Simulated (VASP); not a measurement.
Wanted: the native input for a VASP 6.6.1 run.

| Property | Result |
| --- | --- |
| Task | single point |
| Functional | PBEsol |
| Potentials or basis | VASP PAW PBE potentials, release 64 (Ga_d, N) |
| Cutoff | 520 eV |
| k mesh | 16 × 16 × 16 |
| Occupations | gaussian, width 0.03 eV |
| Spin | no spin polarisation |
| Dipole correction | no |
| Further INCAR settings | ALGO = Normal; EDIFF = 1e-06; NBANDS = 16 |

The structure of GaN lies in POSCAR:

```
GaN
1.0
    0.0000000000      1.9564311195      2.5433604553
    1.9564311195      0.0000000000      2.5433604553
    1.9564311195      1.9564311195      0.0000000000
Ga N
1 1
Direct
    0.0000000000      0.0000000000      0.0000000000
    0.5000000000      0.5000000000      0.5000000000
```

This cell differs from its parent crystal: ratio of the length along z to the lengths across it x 1.3, volume and fractional coordinates fixed.

The input as run:

INCAR

```
SYSTEM = GaN
PREC     = Accurate       ! precision mode
ENCUT    = 520            ! plane-wave cutoff, eV
EDIFF    = 1E-6           ! SCF threshold, eV
ISMEAR   = 0              ! smearing method
SIGMA    = 0.03           ! smearing width, eV
LREAL    = .False.        ! projectors in reciprocal space
LASPH    = .True.         ! aspherical terms in the spheres
NELM     = 100            ! most SCF steps
ALGO     = Normal         ! electronic algorithm
ISIF     = 2              ! what is computed and relaxed
LWAVE    = .False.        ! write WAVECAR
LCHARG   = .False.        ! write CHGCAR
GGA      = PS             ! functional
NBANDS   = 16             ! bands
```

KPOINTS

```
regular mesh
0
Gamma
  16 16 16
  0 0 0
```

Potentials or basis: VASP PAW PBE potentials, release 64 (Ga_d, N).

Launch:

```console
$ cat potpaw_PBE.64/Ga_d/POTCAR potpaw_PBE.64/N/POTCAR > POTCAR
$ mpirun -np 1 vasp_std > vasp.out
```

It gave:

```json
{"Pressure": "14.8 GPa", "Band gap on the k mesh": "zero (bands 9 and 10 overlap by 0.19 eV)"}
```

Caveat: the stress differs along the axes, from -12 to 28 GPa; semilocal functionals underestimate gaps, and a narrow one can read as zero; the PAW data sets were made with another functional, which shifts forces and pressure a little.

Run time: 2.2 min on 1 thread of Intel Xeon 8259CL, with other jobs on the host, peak memory 0.23 GiB.
